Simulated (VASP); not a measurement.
# B4MoRu (P6/mmm) in VASP: further runs, part 2 of 2

VASP 6.6.1.

## (4) Relaxation of cell and atoms, PBE

This run uses another cell than the first one, of 9.07 Å³/atom, 1.039 times its volume.

Input file INCAR:

```
SYSTEM = B4MoRu
PREC = Accurate ; ENCUT = 600
EDIFF = 1E-6 ; ISMEAR = 0
SIGMA = 0.1 ; LREAL = .False.
LASPH = .True. ; NELM = 100
ALGO = Normal ; ISIF = 3
LWAVE = .False. ; LCHARG = .False.
GGA = PE ; IBRION = 2
NSW = 90 ; EDIFFG = -0.04
```

Input file KPOINTS:

```
Automatic mesh
0
Gamma
  6 6 4
  0 0 0
```

Input file POSCAR:

```
B4MoRu
1.0
    3.0862698200      0.0000000000      0.0000000000
   -1.5431349100      2.6727880700      0.0000000000
    0.0000000000      0.0000000000      6.5978059300
B Mo Ru
4 1 1
Direct
    0.3333333300      0.6666666700      0.7407687300
    0.3333333300      0.6666666700      0.2592312700
    0.6666666700      0.3333333300      0.7407687300
    0.6666666700      0.3333333300      0.2592312700
    0.0000000000      0.0000000000      0.5000000000
    0.0000000000      0.0000000000      0.0000000000
```

On the command line:

```
$ cat potpaw_PBE.64/B/POTCAR potpaw_PBE.64/Mo_sv/POTCAR potpaw_PBE.64/Ru_pv/POTCAR > POTCAR
$ mpirun -np 1 vasp_std > vasp.out
```

It took 70 s on 1 thread of Intel Xeon 6975P-C (Granite Rapids), shared host; peak memory 0.23 GiB.

It converged, with:

```yaml
Free_energy: -47.5817 eV
Relaxed_volume: 8.73 Å³/atom
Relaxed_cell: a = 3.005 Å, b = 3.005 Å, c = 6.703 Å, α = 90.00°, β = 90.00°, γ = 120.00°
Space_group_after_relaxing_to_0.05_Å: P6/mmm (No. 191)
Energy_gained_by_relaxing: 31.7 meV/atom
Ionic_steps: 5
Pressure_after_relaxing: 0.4 GPa
Largest_force_after_relaxing: 0.022 eV/Å
Band_gap_on_the_k_mesh: zero (band 20 reaches 12.09 eV, above the bottom of band 21 at 10.45 eV)
```

Forces in eV/Å, atoms in the order of the input:
```
B    0.000  0.000  0.022
B    0.000  0.000 -0.022
B    0.000  0.000  0.022
B    0.000  0.000 -0.022
Mo   0.000  0.000  0.000
Ru   0.000  0.000  0.000
```

Stress tensor (GPa, compression positive):
```
 0.60  0.00  0.00
 0.00  0.60  0.00
 0.00  0.00 -0.15
```

Step by step:
```tsv
step	energy change (eV)	largest force (eV/Å)	pressure (GPa)	volume (Å³)
1	0.0000	0.6707	-9.86	54.42
2	-0.0733	0.3317	14.95	50.13
3	-0.1386	0.4856	3.98	51.81
4	-0.1902	0.0427	0.51	52.37
5	-0.1903	0.0217	0.35	52.40
```

Final structure:
```
B Mo Ru
1.0
     3.00450    0.00000    0.00000
    -1.50225    2.60198    0.00000
     0.00000    0.00000    6.70268
B Mo Ru
4 1 1
Direct
  0.33333 0.66667 0.74830
  0.33333 0.66667 0.25170
  0.66667 0.33333 0.74830
  0.66667 0.33333 0.25170
  0.00000 0.00000 0.50000
  0.00000 0.00000 0.00000
```

Levels at points of the mesh, in eV from the Fermi level:
| k point | band 16 | band 17 | band 18 | band 19 | band 20 | band 21 | band 22 | band 23 | band 24 |
| --- | --- | --- | --- | --- | --- | --- | --- | --- | --- |
| (0.00, 0.00, 0.00) | -2.36 | -2.31 | -2.31 | -1.35 | -1.35 | -1.21 | -0.34 | -0.34 | 2.04 |
| (0.50, 0.00, 0.00) | -3.98 | -3.72 | -1.26 | -0.12 | 0.05 | 1.72 | 1.77 | 2.03 | 2.71 |
| (0.00, 0.00, 0.50) | -2.49 | -1.96 | -1.96 | -1.86 | -1.07 | -1.07 | 0.26 | 0.26 | 1.05 |
| (0.50, 0.00, 0.50) | -4.70 | -4.63 | -0.62 | 0.05 | 0.43 | 0.44 | 1.77 | 1.79 | 2.88 |

Caveat: the k points lie up to 0.40 Å⁻¹ apart in the final cell.

## (5) Single point, PBE

Input file INCAR:

```
ALGO = Normal ; EDIFF = 1E-6
ENCUT = 520 ; GGA = PE
ISIF = 2 ; ISMEAR = 0
LASPH = T ; LCHARG = F
LREAL = F ; LWAVE = F
NBANDS = 29 ; NELM = 100
PREC = Accurate ; SIGMA = 0.1
```

Input file KPOINTS:

```
k-points
0
Gamma
  12 12 6
```

Input file POSCAR:

```
B4MoRu
1.0
    3.0033577408      0.0000000000      0.0000000000
   -1.5016788704      2.6009841002      0.0000000000
    0.0000000000      0.0000000000      6.7175557925
B Mo Ru
4 1 1
Direct
    0.3333333333      0.6666666667      0.7497624455
    0.3333333333      0.6666666667      0.2502375545
    0.6666666667      0.3333333333      0.7497624455
    0.6666666667      0.3333333333      0.2502375545
    0.0000000000      0.0000000000      0.5000000000
    0.0000000000      0.0000000000      0.0000000000
```

On the command line:

```
$ cat potpaw_PBE.64/B/POTCAR potpaw_PBE.64/Mo_sv/POTCAR potpaw_PBE.64/Ru_pv/POTCAR > POTCAR
$ mpirun -np 1 vasp_std > vasp.out
```

Wall time 42 s (1 thread of Intel Xeon 6975P-C (Granite Rapids), shared host); peak memory 0.25 GiB.

Results (log left out):

```
Free energy            : -47.5207 eV
Pressure               : 0.3 GPa
Largest force          : 0.007 eV/Å
Band gap on the k mesh : zero (band 20 reaches 12.06 eV, above the bottom of band 21 at 10.40 eV)
```

Forces on the atoms (eV/Å):
```
B    0.000  0.000  0.007
B    0.000  0.000 -0.007
B    0.000  0.000  0.007
B    0.000  0.000 -0.007
Mo   0.000  0.000  0.000
Ru   0.000  0.000  0.000
```

Levels at points of the mesh, in eV from the Fermi level:
```
           k point  band 17  band 18  band 19  band 20  band 21  band 22  band 23  band 24
(0.00, 0.00, 0.00)    -2.31    -2.31    -1.38    -1.38    -1.27    -0.33    -0.33     1.98
(0.50, 0.00, 0.00)    -3.75    -1.27    -0.15     0.04     1.69     1.77     1.99     2.67
(0.00, 0.00, 0.50)    -2.00    -2.00    -1.93    -1.04    -1.04     0.27     0.27     0.96
(0.50, 0.00, 0.50)    -4.65    -0.63     0.04     0.39     0.44     1.71     1.76     2.86
```

## (6) Single point, PBE, collinear spin, ferromagnetic start

Input file INCAR:

```
PREC = Accurate
ENCUT = 520
EDIFF = 1E-7
ISMEAR = 0
SIGMA = 0.1
LREAL = F
LASPH = T
NELM = 150
ALGO = Normal
ISIF = 2
LWAVE = F
LCHARG = T
ISPIN = 2
MAGMOM = 0 0 0 0 1 1
LORBIT = 11
LMAXMIX = 4
GGA = PE
LELF = T
LVHAR = T
NBANDS = 33
```

Input file KPOINTS:

```
regular mesh
0
Gamma
  6 6 4
```

Input file POSCAR:

```
B4MoRu
1.0
    3.0085606727      0.0000000000      0.0000000000
   -1.5042803363      2.6054899714      0.0000000000
    0.0000000000      0.0000000000      6.6849641449
B Mo Ru
4 1 1
Direct
    0.3333333333      0.6666666667      0.7486013608
    0.3333333333      0.6666666667      0.2513986392
    0.6666666667      0.3333333333      0.7486013608
    0.6666666667      0.3333333333      0.2513986392
    0.0000000000      0.0000000000      0.5000000000
    0.0000000000      0.0000000000      0.0000000000
```

Potentials or basis: VASP PAW PBE potentials, release 64 (B, Mo_sv, Ru_pv).

On the command line:

```
$ cat potpaw_PBE.64/B/POTCAR potpaw_PBE.64/Mo_sv/POTCAR potpaw_PBE.64/Ru_pv/POTCAR > POTCAR
$ mpirun -np 1 vasp_std > vasp.out
```

It took 44 s on 1 thread of Intel Xeon 6975P-C (Granite Rapids), shared host; peak memory 0.23 GiB.

It converged, with:

```yaml
Free_energy: -47.5764 eV
Pressure: 0.3 GPa
Largest_force: 0.025 eV/Å
Net_moment: 0.25 μB per cell
Site_moments: B +0.00; Mo +0.03; Ru +0.22 μB
Valence_electrons_inside_the_program's_atomic_spheres: B 1.97; Mo 12.53; Ru 12.66
```

Forces in eV/Å, atoms in the order of the input:
```
B    0.000  0.000  0.025
B    0.000  0.000 -0.025
B    0.000  0.000  0.025
B    0.000  0.000 -0.025
Mo   0.000  0.000  0.000
Ru   0.000  0.000  0.000
```

Stress tensor (GPa, compression positive):
```
 0.55  0.00  0.00
 0.00  0.55  0.00
 0.00  0.00 -0.15
```

Levels at points of the mesh, in eV from the Fermi level:
Spin up:
```tsv
k point	band 16	band 17	band 18	band 19	band 20	band 21	band 22	band 23	band 24	band 25
(0.00, 0.00, 0.00)	-2.44	-2.36	-2.36	-1.38	-1.38	-1.24	-0.37	-0.37	2.04	2.04
(0.50, 0.00, 0.00)	-4.01	-3.74	-1.30	-0.20	-0.05	1.65	1.73	2.04	2.71	3.36
(0.00, 0.00, 0.50)	-2.53	-2.05	-2.05	-1.87	-1.11	-1.11	0.24	0.24	1.04	1.04
(0.50, 0.00, 0.50)	-4.71	-4.65	-0.69	-0.05	0.40	0.41	1.72	1.77	2.82	3.23
```
Spin down:
| k point | band 16 | band 17 | band 18 | band 19 | band 20 | band 21 | band 22 | band 23 | band 24 | band 25 |
| --- | --- | --- | --- | --- | --- | --- | --- | --- | --- | --- |
| (0.00, 0.00, 0.00) | -2.36 | -2.27 | -2.27 | -1.38 | -1.38 | -1.12 | -0.33 | -0.33 | 2.08 | 2.08 |
| (0.50, 0.00, 0.00) | -4.00 | -3.73 | -1.23 | -0.03 | 0.14 | 1.75 | 1.75 | 2.04 | 2.77 | 3.39 |
| (0.00, 0.00, 0.50) | -2.40 | -1.94 | -1.94 | -1.82 | -1.10 | -1.10 | 0.31 | 0.31 | 1.04 | 1.04 |
| (0.50, 0.00, 0.50) | -4.70 | -4.62 | -0.55 | 0.14 | 0.45 | 0.49 | 1.74 | 1.78 | 2.91 | 3.30 |

Caveat: the k points lie up to 0.40 Å⁻¹ apart.

## (7) Relaxation of cell and atoms, PBE

Input file INCAR:

```
ALGO = Normal
EDIFF = 1E-6
EDIFFG = -0.01
ENCUT = 600
GGA = PE
IBRION = 2
ISIF = 3
ISMEAR = 0
LASPH = True
LCHARG = False
LREAL = False
LWAVE = False
NELM = 80
NSW = 100
PREC = Accurate
SIGMA = 0.1
```

Input file KPOINTS:

```
k-points
0
Gamma
  12 12 6
```

POSCAR is that of step 6.

On the command line:

```
$ cat potpaw_PBE.64/B/POTCAR potpaw_PBE.64/Mo_sv/POTCAR potpaw_PBE.64/Ru_pv/POTCAR > POTCAR
$ mpirun -np 1 vasp_std > vasp.out
```

Wall time 2.1 min (1 thread of Intel Xeon 6975P-C (Granite Rapids), shared host); peak memory 0.27 GiB.

The run converged. Its results:

| Item | Value |
| --- | --- |
| Free energy | -47.5252 eV |
| Relaxed volume | 8.75 Å³/atom |
| Relaxed cell | a = 3.004 Å, b = 3.004 Å, c = 6.721 Å, α = 90.00°, β = 90.00°, γ = 120.00° |
| Space group after relaxing (to 0.05 Å) | P6/mmm (No. 191) |
| Energy gained by relaxing | 0.5 meV/atom |
| Ionic steps | 5 |
| Pressure after relaxing | 0.0 GPa |
| Band gap on the k mesh | zero (band 20 reaches 12.04 eV, above the bottom of band 21 at 10.39 eV) |

The path:
```
step  energy change (eV)  largest force (eV/Å)  pressure (GPa)  volume (Å³)
   1              0.0000                0.1090            0.56        52.40
   2             -0.0026                0.0365           -0.71        52.63
   3             -0.0026                0.0299           -0.84        52.66
   4             -0.0029                0.0179            0.57        52.41
   5             -0.0032                0.0017            0.00        52.51
```

Final structure:
```xyz
6
Lattice="3.0036 0.0000 0.0000 -1.5018 2.6012 0.0000 0.0000 0.0000 6.7211" Properties=species:S:1:pos:R:3 pbc="T T T"
B     0.0000    1.7341    5.0396
B     0.0000    1.7341    1.6815
B     1.5018    0.8671    5.0396
B     1.5018    0.8671    1.6815
Mo   -1.5018    2.6012    3.3605
Ru   -1.5018    2.6012    0.0000
```

Levels at points of the mesh, in eV from the Fermi level:
```
           k point  band 18  band 19  band 20  band 21  band 22  band 23
(0.00, 0.00, 0.00)    -2.31    -1.37    -1.37    -1.27    -0.33    -0.33
(0.50, 0.00, 0.00)    -1.27    -0.15     0.04     1.69     1.77     1.99
(0.00, 0.00, 0.50)    -2.00    -1.94    -1.03    -1.03     0.27     0.27
(0.50, 0.00, 0.50)    -0.63     0.04     0.39     0.44     1.70     1.77
```

## (8) Overview

| task | spin | cell | k mesh | cutoff (eV) | gap on the mesh (eV) | pressure (GPa) | relaxed volume (Å³/atom) | largest force (eV/Å) |
| --- | --- | --- | --- | --- | --- | --- | --- | --- |
| single point | off | a = 3.009, b = 3.009, c = 6.685 Å, angles 90.0, 90.0, 120.0°, 6 atoms | 6 × 6 × 4 | 520 | none | 0.3 | - | 0.01 |
| single point | off | a = 3.086, b = 3.086, c = 6.598 Å, angles 90.0, 90.0, 120.0°, 6 atoms | 6 × 6 × 4 | 520 | none | -9.8 | - | 0.67 |
| relaxation of cell and atoms | off | relaxed from a = 3.086, b = 3.086, c = 6.598 Å, angles 90.0, 90.0, 120.0°, 6 atoms | 6 × 6 × 4 | 600 | none | 0.4 | 8.73 | 0.02 |
| single point | off | a = 3.003, b = 3.003, c = 6.718 Å, angles 90.0, 90.0, 120.0°, 6 atoms | 12 × 12 × 6 | 520 | none | 0.3 | - | 0.01 |
| single point | collinear, ferromagnetic start | a = 3.009, b = 3.009, c = 6.685 Å, angles 90.0, 90.0, 120.0°, 6 atoms | 6 × 6 × 4 | 520 | none | 0.3 | - | 0.02 |
| relaxation of cell and atoms | off | relaxed from a = 3.009, b = 3.009, c = 6.685 Å, angles 90.0, 90.0, 120.0°, 6 atoms | 12 × 12 × 6 | 600 | none | 0.0 | 8.75 | - |

Alike in all rows: level PBE; potentials or basis VASP PAW PBE potentials, release 64 (B, Mo_sv, Ru_pv); smearing gaussian 0.1 eV.

Caveats: some runs use coarse meshes.

Total energies depend on the potentials used, so only differences within one code and one set of settings carry meaning.
